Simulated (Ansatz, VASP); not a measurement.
Given: the input of a run of VASP 6.6.1 on Al2O3.

The input INCAR:

```
SYSTEM = Al2O3
PREC = Accurate
ENCUT = 520
EDIFF = 1E-6
ISMEAR = -1
SIGMA = 0.05
LREAL = .False.
LASPH = .True.
NELM = 60
ALGO = Normal
ISIF = 2
LWAVE = .False.
LCHARG = .False.
GGA = CA
NBANDS = 20
```

KPOINTS

```
Automatic mesh
0
Gamma
  10 10 4
  0 0 0
```

File POSCAR:

```
Al2O3
1.0
    3.0374664545      0.0000000000      0.0000000000
   -1.5187332272      2.6305231128      0.0000000000
    0.0000000000      0.0000000000      7.6248006165
Al O
2 3
Direct
    0.0000000000      0.0000000000      0.7220490000
    0.0000000000      0.0000000000      0.2779510000
    0.0000000000      0.0000000000      0.5000000000
    0.6666666667      0.3333333333      0.8005460000
    0.3333333333      0.6666666667      0.1994540000
```

Potentials or basis: VASP PAW LDA potentials, release 64 (Al, O).

The run is started by

```sh
$ cat potpaw_LDA.64/Al/POTCAR potpaw_LDA.64/O/POTCAR > POTCAR
$ mpirun -np 1 vasp_std > vasp.out
```

**Question.** Set up the same calculation for Ansatz 0.2.0. Potentials there: all-electron LAPW, scalar-relativistic.

**Answer.** As run (the cutoff follows the program's own potentials):

File input.yaml:

```yaml
crystal:
  lattice:
    - [3.0374664545, 0.0, 0.0]
    - [-1.5187332272, 2.6305231128, 0.0]
    - [0.0, 0.0, 7.6248006165]
  atoms:
    - { symbol: Al, position: [0.0, 0.0, 0.722049] }
    - { symbol: Al, position: [0.0, 0.0, 0.277951] }
    - { symbol: O, position: [0.0, 0.0, 0.5] }
    - { symbol: O, position: [0.6666666667, 0.3333333333, 0.800546] }
    - { symbol: O, position: [0.3333333333, 0.6666666667, 0.199454] }
kpoints:
  mp_grid: { grid: [10, 10, 4] }
scf:
  occupations: { method: fermi_dirac, width: 0.05 }
hamiltonian:
  xc: lda
  pseudopotentials: { kind: all_electron, lapw: { basis_error: 0.002 } }
output:
  forces: true
  stress: true
  eigenvalues: true
```

Potentials or basis: all-electron LAPW, scalar-relativistic.

The run is started by

```console
$ ansatz run input.yaml --threads 4 --pin off --max-ram 12288MiB --backend cpu --events-out ev --progress --plain --runs-dir out
```

Both were run:

|  | VASP | Ansatz | Ansatz less VASP |
| --- | --- | --- | --- |
| gap on the k mesh at the Fermi level (eV) | 2.05 | 2.09 | +0.041 |
| least direct gap on the mesh (eV) | 2.05 | 2.09 | +0.041 |
| pressure (GPa) | -10.4 | -10.9 | -0.47 |
| traceless stress, the component that is largest in VASP (GPa) | -0.06 | -0.38 | -0.323 |
| rms of the force components (eV/Å) | 0.236 | 0.258 | +0.0215 |

LDA's correlation is that of Perdew and Zunger in VASP and of Perdew and Wang (1992) in Ansatz. Atom by atom the forces differ by 0.026 eV/Å (rms over components). Ansatz ran all-electron here, and VASP with PAW potentials.
